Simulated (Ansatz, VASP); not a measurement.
# CaO: VASP beside Ansatz

```
CELL_PARAMETERS angstrom
2.94540 0.04219 0.04219
0.04219 2.94540 0.04219
0.04219 0.04219 2.94540
ATOMIC_POSITIONS crystal
Ca 0.00000 0.00000 0.00000
O 0.50000 0.50000 0.50000
```

Change from the starting cell: shear_111 strain +4.4%.

Alike in both runs: task single point; functional HSE06; k mesh 6 × 6 × 6; no spin polarisation.

|  | VASP | Ansatz |
| --- | --- | --- |
| version | VASP 6.6.1 | Ansatz 0.2.0 |
| potentials or method | VASP PAW PBE potentials, release 64 (Ca_sv, O) | plane waves, PAW |
| plane-wave cutoff (eV) | 520 | 420 |
| occupations | gaussian, width 0.01 eV | fixed |
| valence electrons in the cell | 16 | 16 |

```csv
,VASP,Ansatz,Ansatz less VASP
gap on the k mesh at the Fermi level (eV),4.49,4.50,+0.007
pressure (GPa),-3.4,-4.0,-0.67
"traceless stress, the component that is largest in VASP (GPa)",0.55,0.60,+0.044
```

Ansatz's warnings: stress exchange threshold loose, stress scf threshold loose.
